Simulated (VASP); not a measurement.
# CsI (Pm-3m) in VASP: further runs, part 3 of 3

VASP 6.6.1. The steps go on from the part before.

### Step 4. Relaxation of cell and atoms, r2SCAN

POSCAR reads:

```
CsI
1.0
    4.6660134192      0.0000000000      0.0000000000
    0.0000000000      4.6660134192      0.0000000000
    0.0000000000      0.0000000000      4.6660134192
Cs I
1 1
Direct
    0.0000000000      0.0000000000      0.0000000000
    0.5000000000      0.5000000000      0.5000000000
```

INCAR.step1 reads:

```
SYSTEM = CsI
ALGO     = Normal         ! electronic algorithm
EDIFF    = 1E-5           ! SCF threshold, eV
EDIFFG   = -0.005         ! ionic threshold
ENCUT    = 550            ! plane-wave cutoff, eV
GGA      = PE             ! functional
GGA_COMPAT= .False.      
IBRION   = 2              ! ionic algorithm
ISIF     = 3              ! what is computed and relaxed
ISMEAR   = -1             ! smearing method
LASPH    = .True.         ! aspherical terms in the spheres
LCHARG   = .False.        ! write CHGCAR
LREAL    = .False.        ! projectors in reciprocal space
LWAVE    = .True.         ! write WAVECAR
NELM     = 120            ! most SCF steps
NELMIN   = 4            
NSW      = 100            ! ionic steps
PREC     = Accurate       ! precision mode
SIGMA    = 0.02           ! smearing width, eV
```

INCAR.step2 reads:

```
SYSTEM = CsI
ALGO     = Normal         ! electronic algorithm
EDIFF    = 1E-7           ! SCF threshold, eV
EDIFFG   = -0.005         ! ionic threshold
ENCUT    = 550            ! plane-wave cutoff, eV
GGA_COMPAT= .False.      
IBRION   = 2              ! ionic algorithm
ISIF     = 3              ! what is computed and relaxed
ISMEAR   = -1             ! smearing method
ISTART   = 1            
LASPH    = .True.         ! aspherical terms in the spheres
LCHARG   = .False.        ! write CHGCAR
LMIXTAU  = .True.       
LREAL    = .False.        ! projectors in reciprocal space
LWAVE    = .False.        ! write WAVECAR
METAGGA  = R2SCAN         ! meta-GGA
NELM     = 120            ! most SCF steps
NELMIN   = 4            
NSW      = 80             ! ionic steps
PREC     = Accurate       ! precision mode
SIGMA    = 0.02           ! smearing width, eV
```

KPOINTS reads:

```
k-points
0
Gamma
  6 6 6
  0 0 0
```

Potentials or basis: VASP PAW PBE potentials, release 64 (Cs_sv, I).

Run with:

```sh
$ cat potpaw_PBE.64/Cs_sv/POTCAR potpaw_PBE.64/I/POTCAR > POTCAR
$ cp INCAR.step1 INCAR
$ mpirun -np 1 vasp_std > vasp.out
$ cp INCAR.step2 INCAR
$ mpirun -np 1 vasp_std > vasp.out
```

OUTCAR:

```text
SYSTEM = CsI
   EDIFF = 1E-7
   EDIFFG = -0.005
   ENCUT = 550
   IBRION = 2
   ISIF = 3
   ISMEAR = -1
   ISTART = 1
   LASPH = .True.
   LREAL = .False.
   METAGGA = R2SCAN
   NELM = 120
   NELMIN = 4
   NSW = 80
   PREC = Accurate

 ion  position               nearest neighbor table
   1  0.000  0.000  0.000-
   2  0.500  0.500  0.500-

  LATTYP: Found a simple cubic cell.
 ALAT       =     4.6660134192

  Lattice vectors:

 A1 = (   4.6660134192,   0.0000000000,   0.0000000000)
 A2 = (   0.0000000000,   4.6660134192,   0.0000000000)
 A3 = (   0.0000000000,   0.0000000000,   4.6660134192)

Analysis of symmetry for initial positions (statically):
=====================================================================
 Subroutine PRICEL returns:
 Original cell was already a primitive cell.

 Routine SETGRP: Setting up the symmetry group for a
 simple cubic supercell.

 Subroutine GETGRP returns: Found 48 space group operations
 (whereof 48 operations were pure point group operations)
 out of a pool of 48 trial point group operations.

The static configuration has the point symmetry O_h .

Analysis of symmetry for dynamics (positions and initial velocities):
[... 146 lines left out ...]

 number of electron      15.9999999 magnetization

 Free energy of the ion-electron system (eV)
  ---------------------------------------------------
  ext. energy  EPLUGINS =         0.00000000
  ---------------------------------------------------
  free energy    TOTEN  =       -53.12229386 eV

  energy without entropy =      -53.12229386  energy(sigma->0) =      -53.12229386

------------------------ aborting loop because EDIFF is reached ----------------------------------------

  FORCE on cell =-STRESS in cart. coord.  units (eV):
  Direction    XX          YY          ZZ          XY          YZ          ZX
  --------------------------------------------------------------------------------------
  -------------------------------------------------------------------------------------
  Total       -0.2311067     -0.2311067     -0.2311067      0.0000000      0.0000000     -0.0000000
  in kB       -3.6448961     -3.6448961     -3.6448961      0.0000000      0.0000000     -0.0000000
  external PRESSURE =      -3.6448961 kB  Pullay stress =       0.0000000 kB
[... 95 lines left out ...]
--------------------------------------- Ionic step        4  -------------------------------------------

 number of electron      16.0000002 magnetization

 Free energy of the ion-electron system (eV)
  ---------------------------------------------------
  ext. energy  EPLUGINS =         0.00000000
  ---------------------------------------------------
  free energy    TOTEN  =       -53.12623792 eV

  energy without entropy =      -53.12623792  energy(sigma->0) =      -53.12623792

 E-fermi :   0.8052     XC(G=0):  -7.9808

 val. band max:        0.3256593905   @ k =   0.5000   0.5000   0.0000
 cond. band min:       4.8089144844   @ k =   0.0000   0.0000   0.0000
 fundamental gap:      4.4832550940
 Fermi energy:         0.8052476046

 k-point     1 :       0.0000    0.0000    0.0000
  band No.  band energies     occupation
      1     -20.6762      2.00000
      2     -10.5916      2.00000
      3      -7.0078      2.00000
      4      -7.0078      2.00000
      5      -7.0078      2.00000
      6       0.2329      2.00000
      7       0.2329      2.00000
      8       0.2329      2.00000
      9       4.8089      0.00000
     10       4.9833      0.00000
     11       4.9833      0.00000
     12       8.6615      0.00000
[... 312 lines left out ...]
  FREE ENERGIE OF THE ION-ELECTRON SYSTEM (eV)
  ---------------------------------------------------
  free  energy   TOTEN  =       -53.1262379205 eV

  energy  without entropy=      -53.1262379205  energy(sigma->0) =      -53.12623792

 reached required accuracy - stopping structural energy minimisation
```

OUTCAR.step1:

```text
SYSTEM = CsI
   EDIFF = 1E-5
   EDIFFG = -0.005
   ENCUT = 550
   GGA = PE
   IBRION = 2
   ISIF = 3
   ISMEAR = -1
   LASPH = .True.
   LREAL = .False.
   NELM = 120
   NELMIN = 4
   NSW = 100
   PREC = Accurate

[... 274 lines left out ...]
      1     -20.0717      2.00000
      2     -10.1375      2.00000
      3      -6.7785      2.00000
      4      -6.7785      2.00000
      5      -6.7785      2.00000
      6       0.3219      2.00000
      7       0.3219      2.00000
      8       0.3219      2.00000
      9       4.0784      0.00000
     10       4.6918      0.00000
     11       4.6918      0.00000
     12       8.0252      0.00000
[... 312 lines left out ...]
  FREE ENERGIE OF THE ION-ELECTRON SYSTEM (eV)
  ---------------------------------------------------
  free  energy   TOTEN  =        -5.4427980919 eV

  energy  without entropy=       -5.4427980919  energy(sigma->0) =       -5.44279809

 reached required accuracy - stopping structural energy minimisation
```

OSZICAR.step1:

```text
N       E                     dE             d eps       ncg     rms          rms(c)
DAV:   1     0.917457216813E+02    0.91746E+02   -0.61781E+03   480   0.112E+03
DAV:   2     0.190153681955E+01   -0.89844E+02   -0.84743E+02   732   0.167E+02
DAV:   3    -0.548991984269E+01   -0.73915E+01   -0.73645E+01   588   0.546E+01
DAV:   4    -0.559546577525E+01   -0.10555E+00   -0.10552E+00   580   0.810E+00
[... 14 lines left out ...]
       N       E                     dE             d eps       ncg     rms          rms(c)
DAV:   1    -0.544403395791E+01   -0.12278E-02   -0.22865E-02   500   0.866E-01    0.160E-01
DAV:   2    -0.544307127175E+01    0.96269E-03   -0.13346E-03   500   0.211E-01    0.672E-02
DAV:   3    -0.544280053013E+01    0.27074E-03   -0.85415E-04   504   0.159E-01    0.392E-02
DAV:   4    -0.544279809195E+01    0.24382E-05   -0.84487E-06   352   0.217E-02
   3 F= -.54427981E+01 E0= -.54427981E+01  d E =-.106626E-04
```

It took 2.9 min on 1 thread of Intel Xeon Platinum 8488C (Sapphire Rapids), shared host; peak memory 0.24 GiB.

Results:

```
Free energy                           : -53.1262 eV
Relaxed volume                        : 49.15 Å³/atom
Relaxed cell                          : a = 4.615 Å, b = 4.615 Å, c = 4.615 Å, α = 90.00°, β = 90.00°, γ = 90.00°
Space group after relaxing (to 0.1 Å) : Pm-3m (No. 221)
Energy gained by relaxing             : 2.0 meV/atom
Ionic steps                           : 4
Pressure after relaxing               : 0.0 GPa
Band gap on the k mesh                : 4.48 eV (least direct gap 4.58 eV)
```

Step by step:
```tsv
step	energy change (eV)	largest force (eV/Å)	pressure (GPa)	volume (Å³)
1	0.0000	0.0000	-0.36	101.59
2	-0.0030	0.0000	-0.19	99.90
3	-0.0039	0.0000	-0.03	98.57
4	-0.0039	0.0000	0.00	98.29
```

Final structure:
```yaml
crystal:
  lattice:
    - [4.61500, 0.00000, 0.00000]
    - [0.00000, 4.61500, 0.00000]
    - [0.00000, 0.00000, 4.61500]
  atoms:
    - { symbol: Cs, position: [0.00000, 0.00000, 0.00000] }
    - { symbol: I, position: [0.50000, 0.50000, 0.50000] }
```

Caveat: the PAW data sets were made with another functional, which shifts forces and pressure a little; spin-orbit coupling is left out, which moves the levels of the heavy elements. r2SCAN opens gaps a little over a GGA but as a rule still falls short of measured ones.

### Step 5. Single point, PBE0

This run uses another cell than the first one, of 48.93 Å³/atom.

POSCAR reads:

```
CsI
1.0
    4.6080836004      0.0000000000      0.0000000000
    0.0000000000      4.6080836004      0.0000000000
    0.0000000000      0.0000000000      4.6080836004
Cs I
1 1
Direct
    0.0000000000      0.0000000000      0.0000000000
    0.5000000000      0.5000000000      0.5000000000
```

INCAR.step1 reads:

```
PREC = Accurate
ENCUT = 400
EDIFF = 1E-5
ISMEAR = 0
SIGMA = 0.01
LREAL = False
LASPH = True
NELM = 120
ALGO = Normal
ISIF = 2
LWAVE = True
LCHARG = False
GGA = PE
NBANDS = 15
GGA_COMPAT = False
```

INCAR.step2 reads:

```
PREC = Accurate
ENCUT = 400
EDIFF = 1E-6
ISMEAR = 0
SIGMA = 0.01
LREAL = False
LASPH = True
NELM = 120
ALGO = Normal
ISIF = 2
LWAVE = False
LCHARG = False
GGA = PE
LHFCALC = True
AEXX = 0.25
PRECFOCK = Normal
ISTART = 1
NBANDS = 15
GGA_COMPAT = False
```

KPOINTS reads:

```
Automatic mesh
0
Gamma
  4 4 4
```

Run with:

```sh
$ cat potpaw_PBE.64/Cs_sv/POTCAR potpaw_PBE.64/I/POTCAR > POTCAR
$ cp INCAR.step1 INCAR
$ mpirun -np 1 vasp_std > vasp.out
$ cp INCAR.step2 INCAR
$ mpirun -np 1 vasp_std > vasp.out
```

Run time: 3.1 min. Hardware: 1 thread of Intel Xeon Platinum 8488C (Sapphire Rapids), shared host; peak memory 0.18 GiB.

It converged, with:

```yaml
Free_energy: -6.8324 eV
Pressure: 0.1 GPa
Band_gap_on_the_k_mesh: 5.47 eV (least direct gap 5.58 eV)
```

Levels at points of the mesh, in eV from the valence-band top:
```tsv
k point	band 5	band 6	band 7	band 8	band 9	band 10	band 11	band 12
(0.00, 0.00, 0.00)	-7.60	-0.10	-0.10	-0.10	5.47	5.91	5.91	9.67
(0.50, 0.00, 0.00)	-7.53	-1.62	-0.24	-0.24	7.00	8.11	8.46	8.55
(0.50, 0.50, 0.00)	-7.49	-0.93	-0.93	0.00	5.94	6.65	7.92	7.92
(0.50, 0.50, 0.50)	-7.84	-1.35	-1.35	-1.35	8.84	8.84	8.84	9.71
```

Caveat: the PAW data sets were made with another functional, which shifts forces and pressure a little; spin-orbit coupling is left out, which moves the levels of the heavy elements.

### Step 6. The runs side by side

| task | level | potentials or basis | cell | k mesh | cutoff (eV) | smearing | grid for exact exchange (PRECFOCK) | share of exact exchange | gap on the mesh (eV) | pressure (GPa) | relaxed volume (Å³/atom) |
| --- | --- | --- | --- | --- | --- | --- | --- | --- | --- | --- | --- |
| relaxation of cell and atoms | PBEsol | VASP PAW PBE potentials, release 64 (Cs_sv, I) | relaxed from a = 4.666 Å, 2 atoms | 6 × 6 × 6 | 500 | fermi-dirac 0.02 eV | - | - | 3.82 | 0.0 | 45.92 |
| relaxation of cell and atoms | LDA | VASP PAW LDA potentials, release 64 (Cs_sv, I) | relaxed from a = 4.666 Å, 2 atoms | 6 × 6 × 6 | 500 | fermi-dirac 0.02 eV | - | - | 3.78 | 0.0 | 42.85 |
| relaxation of cell and atoms | r2SCAN | VASP PAW PBE potentials, release 64 (Cs_sv, I) | relaxed from a = 4.666 Å, 2 atoms | 6 × 6 × 6 | 550 | fermi-dirac 0.02 eV | - | - | 4.48 | 0.0 | 49.15 |
| single point | PBE0 | VASP PAW PBE potentials, release 64 (Cs_sv, I) | a = 4.608 Å, 2 atoms | 4 × 4 × 4 | 400 | gaussian 0.01 eV | Normal | 0.25 | 5.47 | 0.1 | - |

Alike in all rows: no spin polarisation.

Caveats: spin-orbit coupling is left out, which moves the levels of the heavy elements; the PAW data sets were made with another functional, which shifts forces and pressure a little (at least some runs); the volume moved by over 15 % at a fixed basis, so the end points are rough (at least some runs).

Absolute energies hang on the potentials; compare differences alone.
